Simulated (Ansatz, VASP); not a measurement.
Al2GaAs3: VASP beside Ansatz

```
Al Ga As
1.0
     4.05395    0.00000    0.00000
    -2.02698    3.51083    0.00000
     0.00000    0.00000    9.93483
Al Ga As
2 1 3
Direct
  0.00000 0.00000 0.00036
  0.66667 0.33333 0.33339
  0.33333 0.66667 0.66625
  0.00000 0.00000 0.75082
  0.33333 0.66667 0.41582
  0.66667 0.33333 0.08336
```

Alike in both runs: functional PBE; k mesh 12 × 12 × 4; occupations gaussian, width 0.02 eV; no spin polarisation.

Ansatz relaxed the structure, and its values are those at the end. VASP's run is a single point on that final structure, the one shown.

|  | VASP | Ansatz |
| --- | --- | --- |
| version | VASP 6.6.1 | Ansatz 0.2.0 |
| potentials or method | VASP PAW PBE potentials, release 64 (Al, Ga_d, As), cutoff 520 eV | scalar-relativistic, plane waves, PAW |
| valence electrons in the cell | 34 | 64 |

Ansatz gave:

```
gap on the k mesh at the Fermi level (eV) : 0.95
least direct gap on the mesh (eV)         : 0.95
pressure (GPa)                            : 0.0
rms of the force components (eV/Å)        : 0.004
```

What did VASP give for the same quantities?

gap on the k mesh at the Fermi level (eV): 0.95; least direct gap on the mesh (eV): 0.95; pressure (GPa): 0.2; rms of the force components (eV/Å): 0.004.

VASP's potentials hold 34 valence electrons a cell and Ansatz's 64, so a difference there can come from the potentials and not from the codes.
